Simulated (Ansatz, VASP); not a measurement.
**TiAl in VASP and in Ansatz**

Contents of INCAR:

```
PREC = Accurate
ENCUT = 520
EDIFF = 1E-6
ISMEAR = 0
SIGMA = 0.1
LREAL = False
LASPH = True
NELM = 100
ALGO = Fast
ISIF = 2
LWAVE = False
LCHARG = True
GGA = PE
LELF = True
LVHAR = True
NBANDS = 14
```

Contents of KPOINTS:

```
Automatic mesh
0
Gamma
  14 14 8
```

POSCAR

```
TiAl
1.0
    2.8154221315      0.0029246075      0.0261781042
   -1.4051782813      2.4730928584     -0.0351888373
    0.0427108978     -0.0416349387      4.6653586142
Ti Al
1 1
Direct
    0.0109882410      0.0065401541     -0.0025886672
    0.3223450890      0.6601265159      0.5025886672
```

Input for Ansatz:

```yaml
crystal:
  lattice:
    - [2.8154221315, 0.0029246075, 0.0261781042]
    - [-1.4051782813, 2.4730928584, -0.0351888373]
    - [0.0427108978, -0.0416349387, 4.6653586142]
  atoms:
    - { symbol: Ti, position: [0.010988241, 0.0065401541, -0.0025886672] }
    - { symbol: Al, position: [0.322345089, 0.6601265159, 0.5025886672] }
basis:
  ecutwfc: 420
kpoints:
  mp_grid: { grid: [14, 14, 8] }
hamiltonian:
  xc: pbe
scf:
  occupations: { method: gaussian, width: 0.1 }
output:
  forces: true
  stress: true
  eigenvalues: true
```

Change from the starting cell: all atoms moved at random, cell strained at random.

Alike in both runs: task single point; functional PBE; k mesh 14 × 14 × 8; occupations gaussian, width 0.1 eV; no spin polarisation.

```csv
,VASP,Ansatz
version,VASP 6.6.1,Ansatz 0.2.0
potentials or method,"VASP PAW PBE potentials, release 64 (Ti_sv, Al), cutoff 520 eV","scalar-relativistic, plane waves, PAW"
valence electrons in the cell,15,15
```

|  | VASP | Ansatz | Ansatz less VASP |
| --- | --- | --- | --- |
| gap on the k mesh at the Fermi level (eV) | none | none | - |
| pressure (GPa) | 2.8 | 2.9 | +0.11 |
| traceless stress, the component that is largest in VASP (GPa) | 1.53 | 1.53 | +0.004 |
| rms of the force components (eV/Å) | 0.123 | 0.122 | -0.0001 |

Atom by atom the forces differ by 0.000 eV/Å (rms over components). A gap of «none» marks a metal or a gap that the smearing closes. The functional is the same, so the differences come from potentials, cutoffs and numerics.
